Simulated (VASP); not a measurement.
HgTe (Coloradoite): single point with PBE

The system is HgTe (Coloradoite).

```xyz
2
Lattice="0.0000 3.3258 3.3258 3.3258 0.0000 3.3258 3.3258 3.3258 0.0000" Properties=species:S:1:pos:R:3 pbc="T T T"
Hg    0.0000    0.0000    0.0000
Te    4.9888    4.9888    4.9888
```

```yaml
Program: VASP 6.6.1
Task: single point
Functional: PBE
Potentials_or_basis: VASP PAW PBE potentials, release 64 (Hg, Te)
Cutoff: 520 eV
k_mesh: 7 × 7 × 7
Occupations: fermi-dirac, width 0.05 eV
Spin: no spin polarisation
```

```yaml
Pressure: 0.1 GPa
Band_gap_on_the_k_mesh: zero (filled and empty bands touch)
```

Levels at points of the mesh, in eV from the Fermi level:
```csv
k point,band 6,band 7,band 8,band 9,band 10,band 11,band 12,band 13
"(0.00, 0.00, 0.00)",-6.51,-0.97,-0.05,-0.05,-0.05,4.32,4.32,4.32
```

Run time: 18 s on 1 thread of AMD EPYC 9R45 96-Core Processor (Zen 5), on a shared host, peak memory 0.18 GiB.

Caveat: spin-orbit coupling is left out, which moves the levels of the heavy elements.
